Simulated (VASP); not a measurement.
# CdO5 (P-6m2) in VASP: notebook

The runs below take CdO5 through single point, with PBE.

All numbers are computed with VASP 6.6.1; they aren't measurements. Logs are shortened: lines on timing, memory, paths and dates and some standing lists are left out, and cuts for length are marked.

## 1. The cell of the first run

It takes space group P-6m2 (No. 187, hexagonal). The conventional cell has a = 3.769 Å, b = 3.769 Å, c = 7.836 Å, α = 90.00°, β = 90.00°, γ = 120.00°. Cd (site symmetry -6m2) has 3 O at 2.18 Å within 2.9 Å. Within 1.6 Å of O (site symmetry 3m) lie 1 O at 1.21 Å. O (site symmetry 3m) has 1 O at 1.21 Å within 1.6 Å. Within 2.9 Å of O (site symmetry -6m2) lie 3 Cd at 2.18 Å.

## 2. Single point, PBE (16.07 Å³/atom)

Input file INCAR:

```
SYSTEM = CdO5
  ALGO = Normal
  EDIFF = 1E-6
  ENCUT = 520
  GGA = PE
  ISIF = 2
  ISMEAR = 0
  LASPH = .TRUE.
  LCHARG = .FALSE.
  LREAL = .FALSE.
  LWAVE = .FALSE.
  NBANDS = 30
  NELM = 100
  PREC = Accurate
  SIGMA = 0.1
```

Input file KPOINTS:

```
k-points
0
G
  12 12 4
  0 0 0
```

Input file POSCAR:

```
CdO5
1.0
    3.7691889666      0.0000000000      0.0000000000
   -1.8845944833      3.2642133967      0.0000000000
    0.0000000000      0.0000000000      7.8362298570
Cd O
1 5
Direct
    0.0000000000      0.0000000000      0.0000000000
    0.0000000000      0.0000000000      0.5774822273
    0.0000000000      0.0000000000      0.4225177727
    0.6666666667      0.3333333333      0.5773788892
    0.6666666667      0.3333333333      0.4226211108
    0.3333333333      0.6666666667      0.0000000000
```

Potentials or basis: VASP PAW PBE potentials, release 64 (Cd, O).

Command:

```sh
> cat potpaw_PBE.64/Cd/POTCAR potpaw_PBE.64/O/POTCAR > POTCAR
> mpirun -np 1 vasp_std > vasp.out
```

OUTCAR:

```text
SYSTEM = CdO5
   EDIFF = 1E-6
   ENCUT = 520
   GGA = PE
   ISIF = 2
   ISMEAR = 0
   LASPH = .TRUE.
   LREAL = .FALSE.
   NELM = 100
   PREC = Accurate

 ion  position               nearest neighbor table
   1  0.000  0.000  0.000-   6 2.18   6 2.18   6 2.18
   2  0.000  0.000  0.577-   3 1.21
   3  0.000  0.000  0.423-   2 1.21
   4  0.667  0.333  0.577-   5 1.21
   5  0.667  0.333  0.423-   4 1.21
   6  0.333  0.667  0.000-   1 2.18   1 2.18   1 2.18

  LATTYP: Found a hexagonal cell.
 ALAT       =     3.7691889666
 C/A-ratio  =     2.0790228154

  Lattice vectors:

 A1 = (   3.7691889666,   0.0000000000,   0.0000000000)
 A2 = (  -1.8845944833,   3.2642133967,   0.0000000000)
 A3 = (   0.0000000000,   0.0000000000,   7.8362298570)

Analysis of symmetry for initial positions (statically):
=====================================================================
 Subroutine PRICEL returns:
 Original cell was already a primitive cell.

 Routine SETGRP: Setting up the symmetry group for a
 hexagonal supercell.

 Subroutine GETGRP returns: Found 12 space group operations
 (whereof 12 operations were pure point group operations)
 out of a pool of 24 trial point group operations.

The static configuration has the point symmetry D_3h.

Analysis of symmetry for dynamics (positions and initial velocities):
=====================================================================
 Subroutine PRICEL returns:
 Original cell was already a primitive cell.

 Routine SETGRP: Setting up the symmetry group for a
 hexagonal supercell.

 Subroutine GETGRP returns: Found 12 space group operations
 (whereof 12 operations were pure point group operations)
 out of a pool of 24 trial point group operations.

The dynamic configuration has the point symmetry D_3h.

 Subroutine INISYM returns: Found 12 space group operations
 (whereof 12 operations are pure point group operations),
 and found     1 'primitive' translations

----------------------------------------------------------------------------------------

                                     Primitive cell

  volume of cell :      96.4126

  direct lattice vectors                    reciprocal lattice vectors
     3.769188967  0.000000000  0.000000000     0.265309065  0.153176260  0.000000000
[... 95 lines left out ...]
   LREAL  =      F    real-space projection
   EDIFFG = 0.1E-04   stopping-criterion for IOM
   NSW    =      0    number of steps for IOM
   IBRION =     -1    ionic relax: 0-MD 1-quasi-New 2-CG
   NFREE  =      0    steps in history (QN), initial steepest desc. (CG)
   ISIF   =      2    stress and relaxation
   ISYM   =      2    0-nonsym 1-usesym 2-fastsym
   POTIM  = 0.5000    time-step for ionic-motion
   TEBEG  =    0.0;   TEEND  =   0.0 temperature during run
   PSTRESS=    0.0 pullay stress
   NELECT =      42.0000    total number of electrons
   NUPDOWN=      -1.0000    fix difference up-down
   EMIN   =  10.00;   EMAX   =-10.00  energy-range for DOS
   EFERMI =   0.00;   METHOD = LEGACY
   ISMEAR =     0;   SIGMA  =   0.10  broadening in eV -4-tet -1-fermi 0-gaus
   EFERMI_NEDOS =   21; number of points for ismear=-14 and -15
   IALGO  =     38    algorithm
   IMIX   =      4    mixing-type and parameters
     AMIX     =   0.40;   BMIX     =  1.00
     AMIX_MAG =   1.60;   BMIX_MAG =  1.00
  volume/ion in A,a.u.               =      16.07       108.44
  Fermi-wavevector in a.u.,A,eV,Ry     =   1.241024  2.345195 20.954872  1.540140
  Thomas-Fermi vector in A             =   2.375439
   LORBIT       =      0    0 simple, 1 ext, 2 COOP (PROOUT), +10 PAW based schemes
   GGA     = PE    functional components
   LHFCALC =     F    Hartree Fock is set to
   AEXX    =    0.0000 exact exchange contribution
   IVDW    =     0    specifies the selected vdW correction
   LEPSILON=     F    determine dielectric tensor
   LRPA    =     F    only Hartree local field effects (RPA)
 non-spin polarized calculation
 Gauss-broadening in eV      SIGMA  =   0.10
  energy-cutoff  :      520.00
  volume of cell :       96.41
 maximum number of plane-waves:      2615
 NGX is ok and might be reduce to    28
   NGX = 13   NGY = 13   NGZ = 29

 number of electron      42.0000011 magnetization

 Free energy of the ion-electron system (eV)
  ---------------------------------------------------
  ext. energy  EPLUGINS =         0.00000000
  ---------------------------------------------------
  free energy    TOTEN  =       -26.62715141 eV

  energy without entropy =      -26.62336341  energy(sigma->0) =      -26.62525741

 E-fermi :  -0.5512     XC(G=0):  -8.4234

 val. band max:       -0.6064472885   @ k =   0.0833  -0.0000   0.0000
 cond. band min:      -0.5210623874   @ k =   0.0000   0.0000   0.5000
 fundamental gap:      0.0853849011
 Fermi energy:        -0.5511955039

 k-point     1 :       0.0000    0.0000    0.0000
  band No.  band energies     occupation
      1     -28.7588      2.00000
      2     -26.7791      2.00000
      3     -16.6282      2.00000
      4     -16.2895      2.00000
      5     -13.5547      2.00000
      6      -9.4951      2.00000
[... 781 lines left out ...]
     29       9.4225      0.00000
     30      10.8310      0.00000

 [... further k-points ...]

------------------------ aborting loop because EDIFF is reached ----------------------------------------

  FORCE on cell =-STRESS in cart. coord.  units (eV):
  Direction    XX          YY          ZZ          XY          YZ          ZX
  --------------------------------------------------------------------------------------
  -------------------------------------------------------------------------------------
  Total        0.6199310      0.6199310      3.2420828     -0.0000000      0.0000000      0.0000000
  in kB       10.3019713     10.3019713     53.8767098     -0.0000000      0.0000000      0.0000000
  external PRESSURE =      24.8268841 kB  Pullay stress =       0.0000000 kB

 VOLUME and BASIS-vectors are now :
 -----------------------------------------------------------------------------
  energy-cutoff  :      520.00
  volume of cell :       96.41
      direct lattice vectors                 reciprocal lattice vectors
     3.769188967  0.000000000  0.000000000     0.265309065  0.153176260  0.000000000
    -1.884594483  3.264213397  0.000000000     0.000000000  0.306352520  0.000000000
     0.000000000  0.000000000  7.836229857     0.000000000  0.000000000  0.127612387

 POSITION                                       TOTAL-FORCE (eV/Angst)
 -----------------------------------------------------------------------------------
      0.00000      0.00000      0.00000         0.000000     -0.000000      0.000000
      0.00000      0.00000      4.52528         0.000000      0.000000      1.239128
      0.00000      0.00000      3.31095        -0.000000     -0.000000     -1.239128
      1.88459      1.08807      4.52447        -0.000000      0.000000      1.260591
      1.88459      1.08807      3.31176        -0.000000     -0.000000     -1.260591
     -0.00000      2.17614      0.00000         0.000000     -0.000000      0.000000
 -----------------------------------------------------------------------------------
    total drift:                               -0.000001      0.000000      0.000000

  FREE ENERGIE OF THE ION-ELECTRON SYSTEM (eV)
  ---------------------------------------------------
  free  energy   TOTEN  =       -26.6271514088 eV

  energy  without entropy=      -26.6233634062  energy(sigma->0) =      -26.62525741
```

stdout:

```text
POSCAR found type information on POSCAR CdO
 POSCAR found :  2 types and       6 ions
 scaLAPACK will be used
 LDA part: xc-table for (Slater+PW92), standard interpolation
 POSCAR, INCAR and KPOINTS ok, starting setup
 FFT: planning ... GRIDC
 FFT: planning ... GRID_SOFT
 FFT: planning ... GRID
 WAVECAR not read
 entering main loop
```

It took 7.3 min on 1 thread of AMD EPYC, shared host; peak memory 0.25 GiB.

What came out:

```
Free energy            : -26.6272 eV
Pressure               : 2.5 GPa
Largest force          : 1.261 eV/Å
Band gap on the k mesh : zero (bands 21 and 22 overlap by 0.25 eV)
```

Forces on the atoms (eV/Å):
```
Cd   0.000  0.000  0.000
O    0.000  0.000  1.239
O    0.000  0.000 -1.239
O    0.000  0.000  1.261
O    0.000  0.000 -1.261
O    0.000  0.000  0.000
```

Caveat: the standard files for N, O and F lose accuracy on very short bonds; semilocal functionals underestimate gaps, and a narrow one can read as zero; forces of over 1 eV/Å act on the atoms, so gaps and moduli don't describe the material at rest.

## 3. Single point, PBE

This run uses another cell than the first one, of 18.26 Å³/atom.

Input file INCAR:

```
PREC     = Accurate       # precision mode
ENCUT    = 520            # plane-wave cutoff, eV
EDIFF    = 1E-6           # SCF threshold, eV
ISMEAR   = 0              # smearing method
SIGMA    = 0.1            # smearing width, eV
LREAL    = False          # projectors in reciprocal space
LASPH    = True           # aspherical terms in the spheres
NELM     = 100            # most SCF steps
ALGO     = Normal         # electronic algorithm
ISIF     = 2              # what is computed and relaxed
LWAVE    = False          # write WAVECAR
LCHARG   = False          # write CHGCAR
GGA      = PE             # functional
NBANDS   = 30             # bands
```

Input file KPOINTS:

```
Automatic mesh
0
Gamma
  12 12 4
```

Input file POSCAR:

```
CdO5
1.0
    3.7796715991      0.0000000000      0.0000000000
   -1.8898357995      3.2732916228      0.0000000000
    0.0000000000      0.0000000000      8.8554815385
Cd O
1 5
Direct
    0.0000000000      0.0000000000      0.0000000000
    0.0000000000      0.0000000000      0.5685309292
    0.0000000000      0.0000000000      0.4314690708
    0.6666666667      0.3333333333      0.5684958101
    0.6666666667      0.3333333333      0.4315041899
    0.3333333333      0.6666666667      0.0000000000
```

Potentials or basis: VASP PAW PBE potentials, release 64 (Cd, O).

Command:

```sh
> cat potpaw_PBE.64/Cd/POTCAR potpaw_PBE.64/O/POTCAR > POTCAR
> mpirun -np 1 vasp_std > vasp.out
```

OUTCAR:

```text
PREC = Accurate
   ENCUT = 520
   EDIFF = 1E-6
   ISMEAR = 0
   LREAL = False
   LASPH = True
   NELM = 100
   ISIF = 2
   GGA = PE

 ion  position               nearest neighbor table
   1  0.000  0.000  0.000-   6 2.18   6 2.18   6 2.18
   2  0.000  0.000  0.569-   3 1.21
   3  0.000  0.000  0.431-   2 1.21
   4  0.667  0.333  0.568-   5 1.21
   5  0.667  0.333  0.432-   4 1.21
   6  0.333  0.667  0.000-   1 2.18   1 2.18   1 2.18

  LATTYP: Found a hexagonal cell.
[... 997 lines left out ...]
  -------------------------------------------------------------------------------------
  Total        0.2059337      0.2059337      2.8779120      0.0000000     -0.0000000      0.0000000
  in kB        3.0115296      3.0115296     42.0859513      0.0000000     -0.0000000      0.0000000
  external PRESSURE =      16.0363368 kB  Pullay stress =       0.0000000 kB

 VOLUME and BASIS-vectors are now :
 -----------------------------------------------------------------------------
  energy-cutoff  :      520.00
  volume of cell :      109.56
      direct lattice vectors                 reciprocal lattice vectors
     3.779671599  0.000000000  0.000000000     0.264573250  0.152751437  0.000000000
    -1.889835799  3.273291623  0.000000000     0.000000000  0.305502875  0.000000000
     0.000000000  0.000000000  8.855481538     0.000000000  0.000000000  0.112924407

 POSITION                                       TOTAL-FORCE (eV/Angst)
 -----------------------------------------------------------------------------------
      0.00000      0.00000      0.00000        -0.000000      0.000000      0.000000
      0.00000      0.00000      5.03462        -0.000000      0.000000      1.241835
      0.00000      0.00000      3.82087        -0.000000      0.000000     -1.241835
      1.88984      1.09110      5.03430         0.000000     -0.000000      1.251106
      1.88984      1.09110      3.82118        -0.000000     -0.000000     -1.251106
     -0.00000      2.18219      0.00000         0.000000      0.000000      0.000000
 -----------------------------------------------------------------------------------
    total drift:                               -0.000001      0.000001      0.000000

  FREE ENERGIE OF THE ION-ELECTRON SYSTEM (eV)
  ---------------------------------------------------
  free  energy   TOTEN  =       -26.6494221856 eV

  energy  without entropy=      -26.6468933318  energy(sigma->0) =      -26.64815776
```

OSZICAR:

```text
N       E                     dE             d eps       ncg     rms          rms(c)
DAV:   1     0.323795108312E+03    0.32380E+03   -0.22496E+04  3436   0.130E+03
DAV:   2    -0.512824925602E+01   -0.32892E+03   -0.31602E+03  4206   0.329E+02
DAV:   3    -0.296217410607E+02   -0.24493E+02   -0.24289E+02  4082   0.951E+01
DAV:   4    -0.298915338743E+02   -0.26979E+00   -0.26941E+00  3938   0.103E+01
DAV:   5    -0.298950758530E+02   -0.35420E-02   -0.35345E-02  4028   0.110E+00    0.129E+01
DAV:   6    -0.270181722713E+02    0.28769E+01   -0.13140E+01  5000   0.264E+01    0.868E+00
DAV:   7    -0.268083648462E+02    0.20981E+00   -0.36753E+00  4080   0.844E+00    0.495E+00
DAV:   8    -0.266659945766E+02    0.14237E+00   -0.40323E-01  4372   0.405E+00    0.182E+00
DAV:   9    -0.267179325829E+02   -0.51938E-01   -0.88872E-01  4024   0.331E+00    0.281E+00
DAV:  10    -0.266497992499E+02    0.68133E-01   -0.58150E-01  4032   0.206E+00    0.360E-01
DAV:  11    -0.266501351054E+02   -0.33586E-03   -0.10639E-02  3804   0.675E-01    0.156E-01
DAV:  12    -0.266494915055E+02    0.64360E-03   -0.15332E-03  4218   0.284E-01    0.520E-02
DAV:  13    -0.266494430410E+02    0.48464E-04   -0.12216E-04  4134   0.806E-02    0.297E-02
DAV:  14    -0.266494204778E+02    0.22563E-04   -0.73034E-05  4200   0.555E-02    0.843E-03
DAV:  15    -0.266494218126E+02   -0.13348E-05   -0.92063E-06  3800   0.179E-02    0.655E-03
DAV:  16    -0.266494221856E+02   -0.37293E-06   -0.12162E-06  3106   0.668E-03
   1 F= -.26649422E+02 E0= -.26648158E+02  d E =-.252885E-02
```

Run time: 12 min. Hardware: 1 thread of AMD EPYC, shared host; peak memory 0.28 GiB.

What came out:

```yaml
Free_energy: -26.6494 eV
Pressure: 1.6 GPa
Largest_force: 1.251 eV/Å
Band_gap_on_the_k_mesh: zero (bands 21 and 22 overlap by 0.18 eV)
```

Forces in eV/Å, atoms in the order of the input:
```
Cd   0.000  0.000  0.000
O    0.000  0.000  1.242
O    0.000  0.000 -1.242
O    0.000  0.000  1.251
O    0.000  0.000 -1.251
O    0.000  0.000  0.000
```

Caveat: the standard files for N, O and F lose accuracy on very short bonds; semilocal functionals underestimate gaps, and a narrow one can read as zero; forces of over 1 eV/Å act on the atoms, so gaps and moduli don't describe the material at rest.

The gap in the log of VASP goes by the Fermi energy; the results here count the filled bands.